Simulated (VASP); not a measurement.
A run of VASP 6.6.1 is set up as follows.

File POSCAR:

```
MgRhF5
1.0
    3.4702973768      0.0000000000      0.0000000000
    0.0000000000      3.4702973768      0.0000000000
    0.0000000000      0.0000000000      5.6112503460
Mg Rh F
1 1 5
Direct
    0.0000000000      0.0000000000      0.5000000000
    0.5000000000      0.5000000000      0.0000000000
    0.0000000000      0.0000000000      0.0000000000
    0.5000000000      0.0000000000      0.7109019266
    0.0000000000      0.5000000000      0.7109019266
    0.5000000000      0.0000000000      0.2890980734
    0.0000000000      0.5000000000      0.2890980734
```

The input INCAR.step1:

```
  ALGO = Normal
  EDIFF = 1E-4
  ENCUT = 520
  GGA = PE
  ISMEAR = -1
  LASPH = T
  LCHARG = F
  LREAL = F
  LWAVE = T
  NBANDS = 35
  NELM = 100
  PREC = Accurate
  SIGMA = 0.03
```

Contents of INCAR.step2:

```
  ALGO = Normal
  BPARAM = 11.95
  CPARAM = 0.0093
  EDIFF = 1E-7
  ENCUT = 520
  ISIF = 2
  ISMEAR = -1
  ISTART = 1
  IVDW_NL = 2
  LASPH = T
  LCHARG = F
  LMIXTAU = T
  LREAL = F
  LUSE_VDW = T
  LWAVE = F
  METAGGA = R2SCAN
  NBANDS = 35
  NELM = 100
  PREC = Accurate
  SIGMA = 0.03
```

File KPOINTS:

```
k-points
0
Gamma
  8 8 6
```

Potentials or basis: VASP PAW PBE potentials, release 64 (Mg, Rh_pv, F).

Run with:

```sh
$ cat potpaw_PBE.64/Mg/POTCAR potpaw_PBE.64/Rh_pv/POTCAR potpaw_PBE.64/F/POTCAR > POTCAR
$ cp INCAR.step1 INCAR
$ mpirun -np 1 vasp_std > vasp.out
$ cp INCAR.step2 INCAR
$ mpirun -np 1 vasp_std > vasp.out
```

Question: What does it give for the largest force?

Answer: 0.074 eV/Å.

Question: Estimate the pressure.

Answer: -0.5 GPa.

Question: What does it give for the band gap on the k mesh?

Answer: Zero (bands 26 and 27 overlap by 0.51 eV).

Forces on the atoms (eV/Å):
```
Mg   0.000  0.000  0.000
Rh   0.000  0.000  0.000
F    0.000  0.000  0.000
F    0.000  0.000 -0.074
F    0.000  0.000 -0.074
F    0.000  0.000  0.074
F    0.000  0.000  0.074
```

Caveat: the PAW data sets were made with another functional, which shifts forces and pressure a little.
